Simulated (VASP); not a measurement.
Input of a VASP 6.6.1 run:

INCAR

```
PREC = Accurate ; ENCUT = 500
EDIFF = 1E-6 ; ISMEAR = 0
SIGMA = 0.01 ; LREAL = False
LASPH = True ; NELM = 120
ALGO = Normal ; ISIF = 2
LWAVE = False ; LCHARG = True
GGA = PE ; LELF = True
LVHAR = True ; NBANDS = 16
GGA_COMPAT = False
```

KPOINTS

```
regular mesh
0
Gamma
  6 6 6
```

Contents of POSCAR:

```
ZnSe
1.0
    0.0000000000      2.8369694732      2.8369694732
    2.8369694732      0.0000000000      2.8369694732
    2.8369694732      2.8369694732      0.0000000000
Zn Se
1 1
Direct
    0.0000000000      0.0000000000      0.0000000000
    0.2500000000      0.2500000000      0.2500000000
```

Potentials or basis: VASP PAW PBE potentials, release 64 (Zn, Se).

Run with:

```sh
$ cat potpaw_PBE.64/Zn/POTCAR potpaw_PBE.64/Se/POTCAR > POTCAR
$ mpirun -np 1 vasp_std > vasp.out
```

(1) Estimate the pressure.

(2) What does it give for the band gap on the k mesh?

Answers

(1) 2.1 GPa.

(2) 1.28 eV, direct.
